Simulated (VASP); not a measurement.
Input of a VASP 6.6.1 run:

The input INCAR:

```
SYSTEM = BaTiO3
PREC     = Accurate       ! precision mode
ENCUT    = 520            ! plane-wave cutoff, eV
EDIFF    = 1E-8           ! SCF threshold, eV
ISMEAR   = -1             ! smearing method
SIGMA    = 0.02           ! smearing width, eV
LREAL    = .False.        ! projectors in reciprocal space
LASPH    = .True.         ! aspherical terms in the spheres
NELM     = 60             ! most SCF steps
ALGO     = Normal         ! electronic algorithm
ISIF     = 2              ! what is computed and relaxed
LWAVE    = .False.        ! write WAVECAR
LCHARG   = .False.        ! write CHGCAR
GGA      = PE             ! functional
IVDW     = 13             ! dispersion correction
LEFG     = .True.       
NBANDS   = 28             ! bands
```

The input KPOINTS:

```
Automatic mesh
0
Gamma
  5 5 5
  0 0 0
```

POSCAR

```
BaTiO3
1.0
    4.0076816357      0.0000000000      0.0000000000
    0.0000000000      4.0076816357      0.0000000000
    0.0000000000      0.0000000000      4.0076816357
Ba Ti O
1 1 3
Direct
    0.5000000000      0.5000000000      0.5000000000
    0.0000000000      0.0000000000      0.0000000000
    0.5000000000      0.0000000000      0.0000000000
    0.0000000000      0.5000000000      0.0000000000
    0.0000000000      0.0000000000      0.5000000000
```

Potentials or basis: VASP PAW PBE potentials, release 64 (Ba_sv, Ti_sv, O).

Run with:

```bash
$ cat potpaw_PBE.64/Ba_sv/POTCAR potpaw_PBE.64/Ti_sv/POTCAR potpaw_PBE.64/O/POTCAR > POTCAR
$ mpirun -np 1 vasp_std > vasp.out
```

(1) Estimate the dispersion energy per atom.

(2) Predict the pressure.

## Answers

(1) -0.215 eV.

(2) 0.3 GPa.

Caveat: without QUAD_EFG the Cq values of the log hold for a quadrupole moment of 1 mb, not for the nuclei.
